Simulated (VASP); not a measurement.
Set up this calculation in VASP 6.6.1, as the native input.

```
Task                   : single point
Functional             : PBE
Dispersion             : D3(BJ)
Potentials or basis    : VASP PAW PBE potentials, release 64 (C, O, H)
Cutoff                 : 520 eV
k mesh                 : 1 × 1 × 1
Occupations            : fermi-dirac, width 0.05 eV
Spin                   : no spin polarisation
Dipole correction      : no
Further INCAR settings : LREAL = Auto; ALGO = Normal; EDIFF = 1e-06; NBANDS = 66
```

The structure of H4CO lies in POSCAR:

```
H4CO
1.0
    7.3803230000      0.0000000000      0.0000000000
    0.0000000000      7.3803230000      0.0000000000
    0.0000000000      0.0000000000      7.3803230000
C O H
6 6 24
Direct
    0.9898208556      0.0457686039      0.7577519161
    0.9086214918      0.1738115139      0.3043373625
    0.6124543477      0.7189861710      0.7766069179
    0.5597258351      0.5600140063      0.2552607489
    0.4848469737      0.2139014283      0.8403631839
    0.1317139494      0.6108126081      0.4897323635
    0.9109586540      0.1732596936      0.8778135519
    0.9913249956      0.0080949749      0.2472788327
    0.4409516461      0.8074069768      0.7587729855
    0.4178782999      0.4673561112      0.1627175254
    0.5424982682      0.1075323350      0.9920887718
    0.1954130692      0.4743402182      0.6110258302
    1.1265374323      0.0936185335      0.7230926052
    0.7984650576      0.1227854335      0.9258003472
    1.0007082276     -0.0906117731      0.8184603521
    0.9121864152      0.0360794943      0.6296852467
    0.8837415232      0.2530602010      0.1811739050
    1.0191972016     -0.0612393186      0.3561345002
    0.7771371687      0.1498013533      0.3723385435
    0.9964622001      0.2535586711      0.3947945126
    0.5846238595      0.5764353484      0.8065795319
    0.4610789337      0.9222776118      0.6968529989
    0.6919119537      0.7271977587      0.6504366212
    0.6930003793      0.7764932427      0.8885484635
    0.5439680780      0.7049709675      0.2246859333
    0.4372926944      0.3377409916      0.1784860644
    0.5509591008      0.5415561147      0.4032073182
    0.6951054818      0.5173731531      0.2083016347
    0.5508174238      0.3458681975      0.8535503656
    0.4809984695     -0.0092148813      0.9815453350
    0.5295161695      0.1569046020      0.7088703419
    0.3377037486      0.2341933412      0.8392234836
    0.1484858430      0.5576649167      0.3519250009
    0.1873127256      0.5216329921      0.7335480684
   -0.0130806054      0.6427124469      0.5128259727
    0.2126390314      0.7361547603      0.5017801633
```

The input as run:

INCAR

```
SYSTEM = H4CO
  PREC = Accurate
  ENCUT = 520
  EDIFF = 1E-6
  ISMEAR = -1
  SIGMA = 0.05
  LREAL = Auto
  LASPH = .TRUE.
  NELM = 120
  ALGO = Normal
  ISIF = 2
  LWAVE = .FALSE.
  LCHARG = .TRUE.
  GGA = PE
  IVDW = 12
  LELF = .TRUE.
  LVHAR = .TRUE.
  NBANDS = 66
  GGA_COMPAT = .FALSE.
```

KPOINTS

```
Automatic mesh
0
G
  1 1 1
  0 0 0
```

Potentials or basis: VASP PAW PBE potentials, release 64 (C, O, H).

The run is started by

```bash
$ cat potpaw_PBE.64/C/POTCAR potpaw_PBE.64/O/POTCAR potpaw_PBE.64/H/POTCAR > POTCAR
$ mpirun -np 1 vasp_gam > vasp.out
```

Results of the run:

| Property | Result |
| --- | --- |
| Pressure | 0.0 GPa |
| Largest force | 0.287 eV/Å |
| Band gap on the k mesh | 4.60 eV |
| Dispersion energy per atom | -0.034 eV |

Caveat: the k points lie up to 0.85 Å⁻¹ apart.

Run time: 44 s on 1 thread of AMD EPYC 7R43 64-Core Processor (Zen 3), on a shared host, peak memory 0.36 GiB.
